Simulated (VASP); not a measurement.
A run of VASP 6.6.1 is set up as follows.

INCAR

```
SYSTEM = AlRu
  PREC = Accurate
  ENCUT = 520
  EDIFF = 1E-7
  ISMEAR = 0
  SIGMA = 0.15
  LREAL = .FALSE.
  LASPH = .TRUE.
  NELM = 60
  ALGO = Fast
  ISIF = 2
  LWAVE = .FALSE.
  LCHARG = .FALSE.
  GGA = PE
  NBANDS = 16
```

File KPOINTS:

```
regular mesh
0
G
  16 16 16
  0 0 0
```

File POSCAR:

```
AlRu
1.0
    2.9916000000      0.0000000000      0.0000000000
    0.0000000000      2.9916000000      0.0000000000
    0.0000000000      0.0000000000      3.0813480000
Al Ru
1 1
Direct
    0.0000000000      0.0000000000      0.0000000000
    0.5000000000      0.5000000000      0.5000000000
```

Potentials or basis: VASP PAW PBE potentials, release 64 (Al, Ru_pv).

Launch:

```sh
$ cat potpaw_PBE.64/Al/POTCAR potpaw_PBE.64/Ru_pv/POTCAR > POTCAR
$ mpirun -np 1 vasp_std > vasp.out
```

(1) Estimate the pressure.

Results:

(1) -3.3 GPa.

Caveat: the cell differs from its parent crystal (strain +0.0300 x Voigt [0, 0, 1, 0, 0, 0]).
